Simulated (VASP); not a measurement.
# ReBi (F-43m) in VASP: notebook, part 2 of 2

VASP 6.6.1.

**3. Single point, PBE**

This run uses another cell than the first one, of 24.53 Å³/atom, 1.120 times its volume.

File INCAR:

```
SYSTEM = ReBi
ALGO = Normal
EDIFF = 1E-6
ENCUT = 520
GGA = PE
ISIF = 2
ISMEAR = 0
LASPH = .True.
LCHARG = .False.
LREAL = .False.
LWAVE = .False.
NBANDS = 18
NELM = 100
PREC = Accurate
SIGMA = 0.05
```

File KPOINTS:

```
k-points
0
Gamma
  10 10 10
  0 0 0
```

File POSCAR:

```
ReBi
1.0
    0.0000000000      2.9056315460      2.9056315460
    2.9056315460      0.0000000000      2.9056315460
    2.9056315460      2.9056315460      0.0000000000
Re Bi
1 1
Direct
    0.0000000000      0.0000000000      0.0000000000
    0.2500000000      0.2500000000      0.2500000000
```

Potentials or basis: VASP PAW PBE potentials, release 64 (Re, Bi_d).

The run is started by

```console
$ cat potpaw_PBE.64/Re/POTCAR potpaw_PBE.64/Bi_d/POTCAR > POTCAR
$ mpirun -np 1 vasp_std > vasp.out
```

OUTCAR:

```text
SYSTEM = ReBi
   EDIFF = 1E-6
   ENCUT = 520
   GGA = PE
   ISIF = 2
   ISMEAR = 0
   LASPH = .True.
   LREAL = .False.
   NELM = 100
   PREC = Accurate

 ion  position               nearest neighbor table
   1  0.000  0.000  0.000-   2 2.52   2 2.52   2 2.52   2 2.52
   2  0.250  0.250  0.250-   1 2.52   1 2.52   1 2.52   1 2.52

  LATTYP: Found a face centered cubic cell.
 ALAT       =     5.8112630920

  Lattice vectors:

 A1 = (   0.0000000000,   2.9056315460,   2.9056315460)
 A2 = (   2.9056315460,   0.0000000000,   2.9056315460)
 A3 = (   2.9056315460,   2.9056315460,   0.0000000000)

Analysis of symmetry for initial positions (statically):
=====================================================================
 Subroutine PRICEL returns:
 Original cell was already a primitive cell.

 Routine SETGRP: Setting up the symmetry group for a
 face centered cubic supercell.

 Subroutine GETGRP returns: Found 24 space group operations
 (whereof 24 operations were pure point group operations)
 out of a pool of 48 trial point group operations.

The static configuration has the point symmetry T_d .

[... 153 lines left out ...]
  ---------------------------------------------------
  ext. energy  EPLUGINS =         0.00000000
  ---------------------------------------------------
  free energy    TOTEN  =       -11.52470830 eV

  energy without entropy =      -11.52180870  energy(sigma->0) =      -11.52325850

 E-fermi :   6.3978     XC(G=0): -10.8035

 val. band max:        6.3807816551   @ k =  -0.3000   0.5000   0.2000
 cond. band min:       6.4195444259   @ k =  -0.4000   0.5000   0.1000
 fundamental gap:      0.0387627708
 Fermi energy:         6.3977752815

 k-point     1 :       0.0000    0.0000    0.0000
  band No.  band energies     occupation
      1     -15.9119      2.00000
      2     -15.9119      2.00000
      3     -15.9119      2.00000
      4     -15.8498      2.00000
      5     -15.8498      2.00000
      6      -6.1398      2.00000
[... 481 lines left out ...]
      5     -15.8246      2.00000
      6      -4.7718      2.00000
[... 10 lines left out ...]
     17      17.7996      0.00000
     18      18.4531      0.00000

 [... further k-points ...]
[... 5 lines left out ...]
  --------------------------------------------------------------------------------------
  -------------------------------------------------------------------------------------
  Total        8.1741342      8.1741342      8.1741342     -0.0000000     -0.0000000      0.0000000
  in kB      266.9320506    266.9320506    266.9320506     -0.0000000     -0.0000000      0.0000000
  external PRESSURE =     266.9320506 kB  Pullay stress =       0.0000000 kB

 VOLUME and BASIS-vectors are now :
 -----------------------------------------------------------------------------
  energy-cutoff  :      520.00
  volume of cell :       49.06
      direct lattice vectors                 reciprocal lattice vectors
     0.000000000  2.905631546  2.905631546    -0.172079630  0.172079630  0.172079630
     2.905631546  0.000000000  2.905631546     0.172079630 -0.172079630  0.172079630
     2.905631546  2.905631546  0.000000000     0.172079630  0.172079630 -0.172079630

 POSITION                                       TOTAL-FORCE (eV/Angst)
 -----------------------------------------------------------------------------------
      0.00000      0.00000      0.00000         0.000000      0.000000      0.000000
      1.45282      1.45282      1.45282        -0.000000     -0.000000     -0.000000
 -----------------------------------------------------------------------------------
    total drift:                                0.000000      0.000000      0.000000

  FREE ENERGIE OF THE ION-ELECTRON SYSTEM (eV)
  ---------------------------------------------------
  free  energy   TOTEN  =       -11.5247082970 eV

  energy  without entropy=      -11.5218087009  energy(sigma->0) =      -11.52325850
```

stdout:

```text
POSCAR found type information on POSCAR ReBi
 POSCAR found :  2 types and       2 ions
 scaLAPACK will be used
 LDA part: xc-table for (Slater+PW92), standard interpolation
 POSCAR, INCAR and KPOINTS ok, starting setup
 FFT: planning ... GRIDC
 FFT: planning ... GRID_SOFT
 FFT: planning ... GRID
 WAVECAR not read
 entering main loop
```

Wall time 53 s (1 thread of Intel Xeon Platinum 8259CL at 2.50GHz (Skylake/Cascade Lake), shared host); peak memory 0.2 GiB.

What came out:

```
Free energy : -11.5247 eV
Pressure    : 26.7 GPa
```

Levels at points of the mesh, in eV from the Fermi level:
```
           k point  band 8  band 9  band 10  band 11  band 12  band 13  band 14  band 15
(0.00, 0.00, 0.00)   -3.07   -3.07    -0.22    -0.22     3.43     7.29     7.29     7.29
(0.50, 0.00, 0.00)   -2.69   -2.69    -0.06    -0.06     0.03     3.98     3.98     4.94
(0.50, 0.50, 0.00)   -1.52   -1.52    -1.10    -0.11     0.12     1.02     1.02     7.07
```

Caveat: spin-orbit coupling is left out, which moves the levels of the heavy elements.
